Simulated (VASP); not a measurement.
# Na (Fd-3m) in VASP: further runs, part 3 of 3

VASP 6.6.1. The steps go on from the part before.

**5. Single point, PBEsol (volume scaled by 0.68)**

INCAR

```
  PREC = Accurate
  ENCUT = 520
  EDIFF = 1E-6
  ISMEAR = -1
  SIGMA = 0.08
  LREAL = F
  LASPH = T
  NELM = 60
  ALGO = Normal
  ISIF = 2
  LWAVE = F
  LCHARG = T
  GGA = PS
  LELF = T
  LVHAR = T
  NBANDS = 14
```

KPOINTS

```
regular mesh
0
Gamma
  9 9 9
```

POSCAR

```
Na
1.0
    0.0000000000      3.2893508032      3.2893508032
    3.2893508032      0.0000000000      3.2893508032
    3.2893508032      3.2893508032      0.0000000000
Na
2
Direct
   -0.1250000000     -0.1250000000     -0.1250000000
    0.1250000000      0.1250000000      0.1250000000
```

Potentials or basis: VASP PAW PBE potentials, release 64 (Na_pv).

The run is started by

```sh
> cat potpaw_PBE.64/Na_pv/POTCAR > POTCAR
> mpirun -np 1 vasp_std > vasp.out
```

OUTCAR:

```text
PREC = Accurate
   ENCUT = 520
   EDIFF = 1E-6
   ISMEAR = -1
   LREAL = F
   LASPH = T
   NELM = 60
   ISIF = 2
   GGA = PS

 ion  position               nearest neighbor table
   1  0.875  0.875  0.875-
   2  0.125  0.125  0.125-

  LATTYP: Found a face centered cubic cell.
 ALAT       =     6.5787016064

  Lattice vectors:

 A1 = (   0.0000000000,   3.2893508032,   3.2893508032)
 A2 = (   3.2893508032,   0.0000000000,   3.2893508032)
 A3 = (   3.2893508032,   3.2893508032,   0.0000000000)

Analysis of symmetry for initial positions (statically):
=====================================================================
 Subroutine PRICEL returns:
 Original cell was already a primitive cell.

 Routine SETGRP: Setting up the symmetry group for a
 face centered cubic supercell.

 Subroutine GETGRP returns: Found 48 space group operations
 (whereof 12 operations were pure point group operations)
 out of a pool of 48 trial point group operations.

The static configuration has the point symmetry D_3d.
 The point group associated with its full space group is O_h .

Analysis of symmetry for dynamics (positions and initial velocities):
=====================================================================
 Subroutine PRICEL returns:
 Original cell was already a primitive cell.

 Routine SETGRP: Setting up the symmetry group for a
 face centered cubic supercell.

 Subroutine GETGRP returns: Found 48 space group operations
 (whereof 12 operations were pure point group operations)
 out of a pool of 48 trial point group operations.

The dynamic configuration has the point symmetry D_3d.
 The point group associated with its full space group is O_h .

 Subroutine INISYM returns: Found 48 space group operations
 (whereof 12 operations are pure point group operations),
 and found     1 'primitive' translations

----------------------------------------------------------------------------------------

                                     Primitive cell

  volume of cell :      71.1804

  direct lattice vectors                    reciprocal lattice vectors
     0.000000000  3.289350803  3.289350803    -0.152005678  0.152005678  0.152005678
     3.289350803  0.000000000  3.289350803     0.152005678 -0.152005678  0.152005678
     3.289350803  3.289350803  0.000000000     0.152005678  0.152005678 -0.152005678

  length of vectors
     4.651844517  4.651844517  4.651844517     0.263281558  0.263281558  0.263281558

  position of ions in fractional coordinates (direct lattice)
     0.875000000  0.875000000  0.875000000
     0.125000000  0.125000000  0.125000000

  ion indices of the primitive-cell ions
   primitive index   ion index
                 1           1
                 2           2

----------------------------------------------------------------------------------------

 KPOINTS: regular mesh

Automatic generation of k-mesh.
 Grid dimensions read from file:
 generate k-points for:    9    9    9

 Generating k-lattice:

  Cartesian coordinates                     Fractional coordinates (reciprocal lattice)
    -0.016889520  0.016889520  0.016889520     0.111111111  0.000000000  0.000000000
     0.016889520 -0.016889520  0.016889520     0.000000000  0.111111111  0.000000000
     0.016889520  0.016889520 -0.016889520     0.000000000  0.000000000  0.111111111

  Length of vectors
     0.029253506  0.029253506  0.029253506

  Shift w.r.t. Gamma in fractional coordinates (k-lattice)
     0.000000000  0.000000000  0.000000000

 Subroutine IBZKPT returns following result:
 ===========================================

 Found     35 irreducible k-points:

 Following reciprocal coordinates:
            Coordinates               Weight
  0.000000  0.000000  0.000000      1.000000
  0.111111  0.000000  0.000000      8.000000
  0.222222  0.000000  0.000000      8.000000
  0.333333  0.000000  0.000000      8.000000
  0.444444  0.000000  0.000000      8.000000
  0.111111  0.111111  0.000000      6.000000
[... 16 lines left out ...]
 -0.333333  0.333333  0.000000     12.000000
  0.444444  0.444444  0.000000      6.000000
 [... further k-points ...]
   k-points           NKPTS =     35   k-points in BZ     NKDIM =     35   number of bands    NBANDS=     14
   number of dos      NEDOS =    301   number of ions     NIONS =      2
   total plane-waves  NPLWV =  46656
   dimension x,y,z NGX =    36 NGY =   36 NGZ =   36
   dimension x,y,z NGXF=    72 NGYF=   72 NGZF=   72
   ions per type =               2
   NGX,Y,Z   is equivalent  to a cutoff of  12.87, 12.87, 12.87 a.u.
   NGXF,Y,Z  is equivalent  to a cutoff of  25.73, 25.73, 25.73 a.u.
 SYSTEM =  unknown system
   PREC   = accura    normal or accurate (medium, high low for compatibility)
   ISTART =      0    job   : 0-new  1-cont  2-samecut
   ICHARG =      2    charge: 1-file 2-atom 10-const
   ISPIN  =      1    spin polarized calculation?
   LNONCOLLINEAR =      F non collinear calculations
   LSORBIT =      F    spin-orbit coupling
   LASPH  =      T    aspherical Exc in radial PAW
   ENCUT  =  520.0 eV  38.22 Ry    6.18 a.u.   8.65  8.65  8.65*2*pi/ulx,y,z
   NELM   =     60;   NELMIN=  2; NELMDL= -5     # of ELM steps
   EDIFF  = 0.1E-05   stopping-criterion for ELM
   LREAL  =      F    real-space projection
   EDIFFG = 0.1E-04   stopping-criterion for IOM
   NSW    =      0    number of steps for IOM
   IBRION =     -1    ionic relax: 0-MD 1-quasi-New 2-CG
   NFREE  =      0    steps in history (QN), initial steepest desc. (CG)
   ISIF   =      2    stress and relaxation
   ISYM   =      2    0-nonsym 1-usesym 2-fastsym
   POTIM  = 0.5000    time-step for ionic-motion
   TEBEG  =    0.0;   TEEND  =   0.0 temperature during run
   PSTRESS=    0.0 pullay stress
   NELECT =      14.0000    total number of electrons
   NUPDOWN=      -1.0000    fix difference up-down
   EMIN   =  10.00;   EMAX   =-10.00  energy-range for DOS
   EFERMI =   0.00;   METHOD = LEGACY
   ISMEAR =    -1;   SIGMA  =   0.08  broadening in eV -4-tet -1-fermi 0-gaus
   EFERMI_NEDOS =   21; number of points for ismear=-14 and -15
   IALGO  =     38    algorithm
   IMIX   =      4    mixing-type and parameters
     AMIX     =   0.40;   BMIX     =  1.00
     AMIX_MAG =   1.60;   BMIX_MAG =  1.00
  volume/ion in A,a.u.               =      35.59       240.17
  Fermi-wavevector in a.u.,A,eV,Ry     =   0.952059  1.799131 12.332550  0.906417
  Thomas-Fermi vector in A             =   2.080587
   LORBIT       =      0    0 simple, 1 ext, 2 COOP (PROOUT), +10 PAW based schemes
   GGA     = PS    functional components
   LHFCALC =     F    Hartree Fock is set to
   AEXX    =    0.0000 exact exchange contribution
   IVDW    =     0    specifies the selected vdW correction
   LEPSILON=     F    determine dielectric tensor
   LRPA    =     F    only Hartree local field effects (RPA)
 non-spin polarized calculation
  energy-cutoff  :      520.00
  volume of cell :       71.18
 maximum number of plane-waves:      1936
   NGX = 17   NGY = 17   NGZ = 17

 number of electron      14.0000000 magnetization

 Free energy of the ion-electron system (eV)
  ---------------------------------------------------
  ext. energy  EPLUGINS =         0.00000000
  ---------------------------------------------------
  free energy    TOTEN  =        -1.91135015 eV

  energy without entropy =       -1.89188300  energy(sigma->0) =       -1.90161658

 E-fermi :   0.4827     XC(G=0):  -6.5805

 val. band max:        0.3811990202   @ k =  -0.4444   0.2222   0.0000
 cond. band min:       0.5376818402   @ k =  -0.3333   0.4444   0.2222
 fundamental gap:      0.1564828200
 Fermi energy:         0.4826697608

 k-point     1 :       0.0000    0.0000    0.0000
  band No.  band energies     occupation
      1     -24.9739      2.00000
      2     -24.9739      2.00000
      3     -24.9739      2.00000
      4     -24.8606      2.00000
      5     -24.8606      2.00000
      6     -24.8606      2.00000
      7      -2.9118      2.00000
      8       6.5032      0.00000
      9       6.5032      0.00000
     10       6.5032      0.00000
     11       6.7086      0.00000
     12       6.7086      0.00000
     13       6.7086      0.00000
     14       9.0888      0.00000
[... 375 lines left out ...]
 k-point    24 :       0.4444    0.4444    0.0000
  band No.  band energies     occupation
      1     -25.0016      2.00000
      2     -25.0016      2.00000
      3     -24.9299      2.00000
      4     -24.9104      2.00000
      5     -24.8347      2.00000
      6     -24.8347      2.00000
      7      -0.1342      1.99910
      8       1.3703      0.00003
      9       3.6204      0.00000
     10       3.6204      0.00000
     11       4.3081      0.00000
     12       4.3199      0.00000
     13      11.8021      0.00000
     14      12.3436      0.00000

 [... further k-points ...]
[... 5 lines left out ...]
  --------------------------------------------------------------------------------------
  -------------------------------------------------------------------------------------
  Total        1.0598454      1.0598454      1.0598454      0.0000000      0.0000000      0.0000000
  in kB       23.8557195     23.8557195     23.8557195      0.0000000      0.0000000      0.0000000
  external PRESSURE =      23.8557195 kB  Pullay stress =       0.0000000 kB

 VOLUME and BASIS-vectors are now :
 -----------------------------------------------------------------------------
  energy-cutoff  :      520.00
  volume of cell :       71.18
      direct lattice vectors                 reciprocal lattice vectors
     0.000000000  3.289350803  3.289350803    -0.152005678  0.152005678  0.152005678
     3.289350803  0.000000000  3.289350803     0.152005678 -0.152005678  0.152005678
     3.289350803  3.289350803  0.000000000     0.152005678  0.152005678 -0.152005678

 POSITION                                       TOTAL-FORCE (eV/Angst)
 -----------------------------------------------------------------------------------
      5.75636      5.75636      5.75636        -0.000000     -0.000000     -0.000000
      0.82234      0.82234      0.82234         0.000000      0.000000      0.000000
 -----------------------------------------------------------------------------------
    total drift:                                0.000000      0.000000      0.000000

  FREE ENERGIE OF THE ION-ELECTRON SYSTEM (eV)
  ---------------------------------------------------
  free  energy   TOTEN  =        -1.9113501523 eV

  energy  without entropy=       -1.8918829996  energy(sigma->0) =       -1.90161658
```

OSZICAR:

```text
N       E                     dE             d eps       ncg     rms          rms(c)
DAV:   1     0.103000989365E+03    0.10300E+03   -0.76571E+03   980   0.974E+02
DAV:   2     0.231174037000E+01   -0.10069E+03   -0.99493E+02  1010   0.288E+02
DAV:   3    -0.186800919618E+01   -0.41797E+01   -0.41757E+01  1232   0.661E+01
DAV:   4    -0.192852338353E+01   -0.60514E-01   -0.60512E-01  1094   0.850E+00
DAV:   5    -0.192987137215E+01   -0.13480E-02   -0.13480E-02  1304   0.128E+00    0.423E-01
DAV:   6    -0.191802366252E+01    0.11848E-01   -0.76016E-03  1430   0.132E+00    0.239E-01
DAV:   7    -0.191162768313E+01    0.63960E-02   -0.84869E-03  1576   0.111E+00    0.651E-02
DAV:   8    -0.191134856619E+01    0.27912E-03   -0.91328E-04  1280   0.488E-01    0.443E-03
DAV:   9    -0.191134985154E+01   -0.12854E-05   -0.96475E-06  1196   0.301E-02    0.251E-03
DAV:  10    -0.191135015232E+01   -0.30078E-06   -0.33491E-07   802   0.613E-03
   1 F= -.19113502E+01 E0= -.19016166E+01  d E =-.194672E-01
```

Run time: 17 s. Hardware: 1 thread of Intel Xeon Platinum 8375C at 2.90GHz (Ice Lake), shared host; peak memory 0.19 GiB.

What came out:

| Quantity | Value |
| --- | --- |
| Free energy | -1.9114 eV |
| Pressure | 2.4 GPa |
| Band gap on the k mesh | zero (band 7 reaches 0.99 eV, above the bottom of band 8 at 0.05 eV) |

Caveat: the PAW data sets were made with another functional, which shifts forces and pressure a little.

**6. Overview**

```tsv
level	cell	gap on the mesh (eV)	pressure (GPa)
PBEsol+D3(BJ)	a = 4.199 Å, angles 60.0°, 2 atoms	none	5.9
PBEsol	a = 4.412 Å, angles 60.0°, 2 atoms	none	4.4
PBEsol	a = 4.652 Å, angles 60.0°, 2 atoms	none	2.4
```

Alike in all rows: task single point; potentials or basis VASP PAW PBE potentials, release 64 (Na_pv); no spin polarisation; k mesh 9 × 9 × 9; cutoff (eV) 520; smearing fermi-dirac 0.08 eV.

Caveats: the PAW data sets were made with another functional, which shifts forces and pressure a little; pairwise dispersion overbinds metals, which lowers pressure and volume (some runs).

Absolute energies hang on the potentials; compare differences alone.
